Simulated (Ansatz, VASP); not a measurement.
**KCl: VASP beside Ansatz**

INCAR

```
SYSTEM = KCl
  PREC = Accurate
  ENCUT = 520
  EDIFF = 1E-6
  ISMEAR = -1
  SIGMA = 0.02
  LREAL = .FALSE.
  LASPH = .TRUE.
  NELM = 100
  ALGO = Normal
  ISIF = 2
  LWAVE = .FALSE.
  LCHARG = .FALSE.
  GGA = PE
  NBANDS = 15
```

File KPOINTS:

```
Automatic mesh
0
G
  8 8 8
  0 0 0
```

File POSCAR:

```
KCl
1.0
    0.0078621208      3.1448483095      3.1448483095
    3.1448483095      0.0078621208      3.1448483095
    3.1527104303      3.1527104303      0.0000000000
K Cl
1 1
Direct
    0.0000000000      0.0000000000      0.0000000000
    0.5000000000      0.5000000000      0.5000000000
```

Input for Ansatz:

```yaml
crystal:
  lattice:
    - [0.0078621208, 3.1448483095, 3.1448483095]
    - [3.1448483095, 0.0078621208, 3.1448483095]
    - [3.1527104303, 3.1527104303, 0.0]
  atoms:
    - { symbol: K, position: [0.0, 0.0, 0.0] }
    - { symbol: Cl, position: [0.5, 0.5, 0.5] }
kpoints:
  mp_grid: { grid: [8, 8, 8] }
  band_path:
    path:
      - [0.0, 0.0, 0.0]
      - [0.5, 0.0, 0.5]
      - [0.625, 0.25, 0.625]
      - [0.375, 0.375, 0.75]
      - [0.5, 0.5, 0.5]
      - [0.5, 0.25, 0.75]
    npoints: 1
hamiltonian:
  xc: pbe
scf:
  occupations: { method: fermi_dirac, width: 0.02 }
  n_extra_bands: 4
output:
  forces: true
  stress: true
  eigenvalues: true
```

Change from the starting cell: shear_xy strain +0.5%.

Alike in both runs: task single point; functional PBE; k mesh 8 × 8 × 8; occupations fermi-dirac, width 0.02 eV; no spin polarisation.

|  | VASP | Ansatz |
| --- | --- | --- |
| version | VASP 6.6.1 | Ansatz 0.2.0 |
| potentials or method | VASP PAW PBE potentials, release 64 (K_sv, Cl) | plane waves, PAW |
| plane-wave cutoff (eV) | 520 | 420 |
| valence electrons in the cell | 16 | 16 |

|  | VASP | Ansatz | Ansatz less VASP |
| --- | --- | --- | --- |
| gap on the k mesh at the Fermi level (eV) | 5.19 | 5.19 | +0.002 |
| pressure (GPa) | 0.8 | 0.8 | -0.03 |
